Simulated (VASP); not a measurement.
**Ga: relaxation of cell and atoms with LDA**

Crystal: Ga.

```
Ga
1.0
     2.06604    0.00000    0.00000
    -1.03302    1.78925    0.00000
     0.00000    0.00000    2.00023
Ga
1
Direct
  0.00000 0.00000 0.00000
```

- Program: VASP 6.6.1
- Task: relaxation of cell and atoms
- Functional: LDA
- Potentials or basis: VASP PAW LDA potentials, release 64 (Ga_d)
- Cutoff: 600 eV
- k mesh: 20 × 20 × 19
- Occupations: fermi-dirac, width 0.1 eV
- Spin: no spin polarisation
- Target pressure: 450 GPa
- Dipole correction: no
- Further INCAR settings: ALGO = Normal; EDIFF = 1e-07; IBRION = 2; EDIFFG = -0.005; NSW = 32; ISIF = 3

The relaxed volume is 7.45 Å³/atom. The relaxed cell is a = 2.071 Å, b = 2.071 Å, c = 2.007 Å, α = 90.00°, β = 90.00°, γ = 120.00°. The space group after relaxing (to 0.05 Å) is P6/mmm (No. 191). The energy change on relaxing (the enthalpy is what falls) is -173.2 meV/atom and the ionic steps are 9. The pressure after relaxing is 449.9 GPa.

The path:
```tsv
step	energy change (eV)	largest force (eV/Å)	pressure (GPa)	volume (Å³)
1	0.0000	0.0000	463.41	7.39
2	-1.6840	0.0000	336.66	8.08
3	-0.1831	0.0000	449.24	7.46
4	-0.1745	0.0000	449.94	7.46
5	-0.1780	0.0000	449.64	7.46
6	-0.1725	0.0000	450.08	7.45
7	-0.1769	0.0000	449.72	7.46
8	-0.1498	0.0000	451.89	7.45
9	-0.1732	0.0000	449.95	7.45
```

Final structure:
```
Ga
1.0
     2.07076    0.00000    0.00000
    -1.03538    1.79333    0.00000
     0.00000    0.00000    2.00748
Ga
1
Direct
  0.00000 0.00000 0.00000
```

Levels at points of the mesh, in eV from the Fermi level:
```csv
k point,band 2,band 3,band 4,band 5,band 6,band 7,band 8,band 9,band 10
"(0.00, 0.00, 0.00)",-20.22,-18.49,-18.49,-16.60,-16.60,14.68,21.11,21.26,25.03
"(0.50, 0.00, 0.00)",-19.29,-17.75,-16.84,-16.37,-10.57,-5.03,12.43,19.51,24.28
```

It used 120 s of CPU time on 1 thread of Intel(R) Xeon(R) Platinum 8488C (Sapphire Rapids), with other jobs on the host.

Caveat: the cell is relaxed towards a set pressure, so the enthalpy falls and the energy may rise.
